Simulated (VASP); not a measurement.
# Mn (Fd-3m) in VASP: single point with PBEsol

Aim: the single point of Mn with PBEsol.

Program: VASP 6.6.1. These are calculated values, not measurements. Logs are shortened: lines on timing, memory, paths and dates and some standing lists are left out, and cuts for length are marked.

**1. The cell of the first run**

Symmetry: Fd-3m, No. 227, cubic system. The conventional cell has a = 3.876 Å, b = 3.876 Å, c = 3.876 Å, α = 90.00°, β = 90.00°, γ = 90.00°. Within 2.2 Å of Mn (site symmetry -43m) lie 4 Mn at 1.68 Å.

This isn't the form of Mn at room conditions, which is a 58-atom cubic cell.

**2. Single point, PBEsol, collinear spin, ferromagnetic start (7.28 Å³/atom)**

Input file INCAR:

```
SYSTEM = Mn
PREC = Accurate ; ENCUT = 680
EDIFF = 1E-6 ; ISMEAR = -1
SIGMA = 0.08 ; LREAL = .False.
LASPH = .True. ; NELM = 200
ALGO = Normal ; ISIF = 2
LWAVE = .False. ; LCHARG = .False.
ISPIN = 2 ; MAGMOM = 3 3
LORBIT = 11 ; LMAXMIX = 4
GGA = PS ; NBANDS = 26
GGA_COMPAT = .False.
```

Input file KPOINTS:

```
regular mesh
0
Gamma
  15 15 15
  0 0 0
```

Input file POSCAR:

```
Mn
1.0
    0.0000000000      1.9377677351      1.9377677351
    1.9377677351      0.0000000000      1.9377677351
    1.9377677351      1.9377677351      0.0000000000
Mn
2
Direct
   -0.1250000000     -0.1250000000     -0.1250000000
    0.1250000000      0.1250000000      0.1250000000
```

Potentials or basis: VASP PAW PBE potentials, release 64 (Mn_sv).

Launch:

```console
> cat potpaw_PBE.64/Mn_sv/POTCAR > POTCAR
> mpirun -np 1 vasp_std > vasp.out
```

OUTCAR:

```text
SYSTEM = Mn
   PREC = Accurate
   ENCUT = 680
   EDIFF = 1E-6
   ISMEAR = -1
   LREAL = .False.
   LASPH = .True.
   NELM = 200
   ISIF = 2
   ISPIN = 2
   LORBIT = 11
   GGA = PS

 ion  position               nearest neighbor table
   1  0.875  0.875  0.875-   2 1.68   2 1.68   2 1.68   2 1.68
   2  0.125  0.125  0.125-   1 1.68   1 1.68   1 1.68   1 1.68

  LATTYP: Found a face centered cubic cell.
 ALAT       =     3.8755354702

  Lattice vectors:

 A1 = (   0.0000000000,   1.9377677351,   1.9377677351)
 A2 = (   1.9377677351,   0.0000000000,   1.9377677351)
 A3 = (   1.9377677351,   1.9377677351,   0.0000000000)

Analysis of symmetry for initial positions (statically):
=====================================================================
 Subroutine PRICEL returns:
 Original cell was already a primitive cell.

 Routine SETGRP: Setting up the symmetry group for a
 face centered cubic supercell.

 Subroutine GETGRP returns: Found 48 space group operations
 (whereof 12 operations were pure point group operations)
 out of a pool of 48 trial point group operations.

The static configuration has the point symmetry D_3d.
 The point group associated with its full space group is O_h .

Analysis of symmetry for dynamics (positions and initial velocities):
=====================================================================
 Subroutine PRICEL returns:
 Original cell was already a primitive cell.

 Routine SETGRP: Setting up the symmetry group for a
 face centered cubic supercell.

 Subroutine GETGRP returns: Found 48 space group operations
 (whereof 12 operations were pure point group operations)
 out of a pool of 48 trial point group operations.

The dynamic configuration has the point symmetry D_3d.
 The point group associated with its full space group is O_h .

Analysis of structural, dynamic, and magnetic symmetry:
=====================================================================
 Subroutine PRICEL returns:
 Original cell was already a primitive cell.

 Routine SETGRP: Setting up the symmetry group for a
 face centered cubic supercell.

 Subroutine GETGRP returns: Found 48 space group operations
 (whereof 12 operations were pure point group operations)
 out of a pool of 48 trial point group operations.

The overall configuration has the point symmetry D_3d.
 The point group associated with its full space group is O_h .

 Subroutine INISYM returns: Found 48 space group operations
 (whereof 12 operations are pure point group operations),
 and found     1 'primitive' translations

----------------------------------------------------------------------------------------

                                     Primitive cell

  volume of cell :      14.5524

  direct lattice vectors                    reciprocal lattice vectors
     0.000000000  1.937767735  1.937767735    -0.258028860  0.258028860  0.258028860
     1.937767735  0.000000000  1.937767735     0.258028860 -0.258028860  0.258028860
     1.937767735  1.937767735  0.000000000     0.258028860  0.258028860 -0.258028860

  length of vectors
     2.740417412  2.740417412  2.740417412     0.446919096  0.446919096  0.446919096

  position of ions in fractional coordinates (direct lattice)
     0.875000000  0.875000000  0.875000000
     0.125000000  0.125000000  0.125000000

  ion indices of the primitive-cell ions
   primitive index   ion index
                 1           1
                 2           2

----------------------------------------------------------------------------------------

 KPOINTS: regular mesh

Automatic generation of k-mesh.
 Grid dimensions read from file:
 generate k-points for:   15   15   15

 Generating k-lattice:

  Cartesian coordinates                     Fractional coordinates (reciprocal lattice)
    -0.017201924  0.017201924  0.017201924     0.066666667  0.000000000  0.000000000
     0.017201924 -0.017201924  0.017201924     0.000000000  0.066666667  0.000000000
     0.017201924  0.017201924 -0.017201924     0.000000000  0.000000000  0.066666667

  Length of vectors
     0.029794606  0.029794606  0.029794606

  Shift w.r.t. Gamma in fractional coordinates (k-lattice)
     0.000000000  0.000000000  0.000000000

 Subroutine IBZKPT returns following result:
 ===========================================

 Found    120 irreducible k-points:

 Following reciprocal coordinates:
            Coordinates               Weight
  0.000000  0.000000  0.000000      1.000000
  0.066667  0.000000  0.000000      8.000000
  0.133333  0.000000  0.000000      8.000000
  0.200000  0.000000  0.000000      8.000000
  0.266667  0.000000  0.000000      8.000000
  0.333333  0.000000  0.000000      8.000000
[... 16 lines left out ...]
  0.133333  0.133333  0.000000      6.000000
  0.200000  0.133333  0.000000     24.000000
 [... further k-points ...]
   k-points           NKPTS =    120   k-points in BZ     NKDIM =    120   number of bands    NBANDS=     26
   number of dos      NEDOS =    301   number of ions     NIONS =      2
   total plane-waves  NPLWV =  13824
   dimension x,y,z NGX =    24 NGY =   24 NGZ =   24
   dimension x,y,z NGXF=    48 NGYF=   48 NGZF=   48
   ions per type =               2
   NGX,Y,Z   is equivalent  to a cutoff of  14.56, 14.56, 14.56 a.u.
   NGXF,Y,Z  is equivalent  to a cutoff of  29.12, 29.12, 29.12 a.u.
 SYSTEM =  Mn
   PREC   = accura    normal or accurate (medium, high low for compatibility)
   ISTART =      0    job   : 0-new  1-cont  2-samecut
   ICHARG =      2    charge: 1-file 2-atom 10-const
   ISPIN  =      2    spin polarized calculation?
   LNONCOLLINEAR =      F non collinear calculations
   LSORBIT =      F    spin-orbit coupling
   LASPH  =      T    aspherical Exc in radial PAW
   ENCUT  =  680.0 eV  49.98 Ry    7.07 a.u.   5.83  5.83  5.83*2*pi/ulx,y,z
   NELM   =    200;   NELMIN=  2; NELMDL= -5     # of ELM steps
   EDIFF  = 0.1E-05   stopping-criterion for ELM
   LREAL  =      F    real-space projection
   EDIFFG = 0.1E-04   stopping-criterion for IOM
   NSW    =      0    number of steps for IOM
   IBRION =     -1    ionic relax: 0-MD 1-quasi-New 2-CG
   NFREE  =      0    steps in history (QN), initial steepest desc. (CG)
   ISIF   =      2    stress and relaxation
   ISYM   =      2    0-nonsym 1-usesym 2-fastsym
   POTIM  = 0.5000    time-step for ionic-motion
   TEBEG  =    0.0;   TEEND  =   0.0 temperature during run
   PSTRESS=    0.0 pullay stress
   NELECT =      30.0000    total number of electrons
   NUPDOWN=      -1.0000    fix difference up-down
   EMIN   =  10.00;   EMAX   =-10.00  energy-range for DOS
   EFERMI =   0.00;   METHOD = LEGACY
   ISMEAR =    -1;   SIGMA  =   0.08  broadening in eV -4-tet -1-fermi 0-gaus
   EFERMI_NEDOS =   21; number of points for ismear=-14 and -15
   IALGO  =     38    algorithm
   IMIX   =      4    mixing-type and parameters
     AMIX     =   0.40;   BMIX     =  1.00
     AMIX_MAG =   1.60;   BMIX_MAG =  1.00
  volume/ion in A,a.u.               =       7.28        49.10
  Fermi-wavevector in a.u.,A,eV,Ry     =   2.083548  3.937335 59.065240  4.341173
  Thomas-Fermi vector in A             =   3.077908
   LORBIT       =     11    0 simple, 1 ext, 2 COOP (PROOUT), +10 PAW based schemes
   GGA     = PS    functional components
   LHFCALC =     F    Hartree Fock is set to
   AEXX    =    0.0000 exact exchange contribution
   IVDW    =     0    specifies the selected vdW correction
   LEPSILON=     F    determine dielectric tensor
   LRPA    =     F    only Hartree local field effects (RPA)
 spin polarized calculation
  energy-cutoff  :      680.00
  volume of cell :       14.55
 maximum number of plane-waves:       600
   NGX = 11   NGY = 11   NGZ = 11

 number of electron      30.0000004 magnetization      -0.0000517

 number of electron      30.0000004 magnetization       0.0000415

 Free energy of the ion-electron system (eV)
  ---------------------------------------------------
  ext. energy  EPLUGINS =         0.00000000
  ---------------------------------------------------
  free energy    TOTEN  =        -5.23282577 eV

  energy without entropy =       -5.19528324  energy(sigma->0) =       -5.21405450

 E-fermi :  22.5075     XC(G=0): -16.4260

 val. band max:       22.4832833160   @ k =  -0.1333   0.0667   0.0000
 cond. band min:      22.5198661448   @ k =  -0.4000   0.1333   0.0000
 fundamental gap:      0.0365828288
 Fermi energy:        22.5075373087

 spin component 1

 k-point     1 :       0.0000    0.0000    0.0000
  band No.  band energies     occupation
      1     -59.7778      1.00000
      2     -55.0786      1.00000
      3     -28.6280      1.00000
      4     -28.6280      1.00000
      5     -28.6280      1.00000
      6     -24.7643      1.00000
[... 18 lines left out ...]
     25      47.9724      0.00000
     26      47.9724      0.00000
[... 644 lines left out ...]
      4     -28.9956      1.00000
      5     -28.3290      1.00000
      6     -24.9858      1.00000
[... 18 lines left out ...]
     25      48.2313      0.00000
     26      48.7706      0.00000

 [... further k-points ...]

 spin component 2

 k-point     1 :       0.0000    0.0000    0.0000
  band No.  band energies     occupation
      1     -59.7778      1.00000
      2     -55.0786      1.00000
      3     -28.6280      1.00000
      4     -28.6280      1.00000
      5     -28.6280      1.00000
      6     -24.7643      1.00000
[... 18 lines left out ...]
     25      47.9725      0.00000
     26      47.9725      0.00000
[... 644 lines left out ...]
      4     -28.9956      1.00000
      5     -28.3290      1.00000
      6     -24.9858      1.00000
[... 18 lines left out ...]
     25      48.2314      0.00000
     26      48.7707      0.00000

 [... further k-points ...]
[... 5 lines left out ...]
  --------------------------------------------------------------------------------------
  -------------------------------------------------------------------------------------
  Total       41.8016327     41.8016327     41.8016327     -0.0000000     -0.0000000      0.0000000
  in kB     4602.2337214   4602.2337214   4602.2337214     -0.0000000     -0.0000000      0.0000000
  external PRESSURE =    4602.2337214 kB  Pullay stress =       0.0000000 kB

 VOLUME and BASIS-vectors are now :
 -----------------------------------------------------------------------------
  energy-cutoff  :      680.00
  volume of cell :       14.55
      direct lattice vectors                 reciprocal lattice vectors
     0.000000000  1.937767735  1.937767735    -0.258028860  0.258028860  0.258028860
     1.937767735  0.000000000  1.937767735     0.258028860 -0.258028860  0.258028860
     1.937767735  1.937767735  0.000000000     0.258028860  0.258028860 -0.258028860

 POSITION                                       TOTAL-FORCE (eV/Angst)
 -----------------------------------------------------------------------------------
      3.39109      3.39109      3.39109        -0.000000      0.000000      0.000000
      0.48444      0.48444      0.48444         0.000000     -0.000000     -0.000000
 -----------------------------------------------------------------------------------
    total drift:                                0.000000      0.000000      0.000000

  FREE ENERGIE OF THE ION-ELECTRON SYSTEM (eV)
  ---------------------------------------------------
  free  energy   TOTEN  =        -5.2328257699 eV

  energy  without entropy=       -5.1952832354  energy(sigma->0) =       -5.21405450

 total charge

# of ion       s       p       d       tot
------------------------------------------
    1        2.441   6.169   5.960  14.570
    2        2.441   6.169   5.960  14.570
--------------------------------------------------
tot          4.883  12.337  11.920  29.140

 magnetization (x)

# of ion       s       p       d       tot
------------------------------------------
    1       -0.000  -0.000  -0.000  -0.000
    2       -0.000  -0.000  -0.000  -0.000
--------------------------------------------------
tot         -0.000  -0.000  -0.000  -0.000
```

It took 47 s on 1 thread of Intel Xeon 6975P-C (Granite Rapids), shared host; peak memory 0.21 GiB.

Results:

```
Free energy                                           : -5.2328 eV
Pressure                                              : 460.2 GPa
Band gap on the k mesh                                : zero (filled and empty bands overlap)
Net moment                                            : 0.00 μB per cell
Valence electrons inside the program's atomic spheres : Mn 14.57
```

Levels at points of the mesh, in eV from the Fermi level:
Spin up:
```
           k point  band 13  band 14  band 15  band 16  band 17  band 18
(0.00, 0.00, 0.00)    -4.33    -4.33     0.41     0.41     0.41     4.70
```
Spin down:
```csv
k point,band 12,band 13,band 14,band 15,band 16,band 17,band 18,band 19
"(0.00, 0.00, 0.00)",-4.33,-4.33,-4.33,0.41,0.41,0.41,4.70,4.70
```

Caveat: atoms lie so close that the PAW spheres overlap strongly, which falsifies energies and pressures; the cell stands under pressure; the moments typed at the start vanished in this run; the PAW data sets were made with another functional, which shifts forces and pressure a little.

The gap in the log of VASP goes by the Fermi energy; the results here count the filled bands.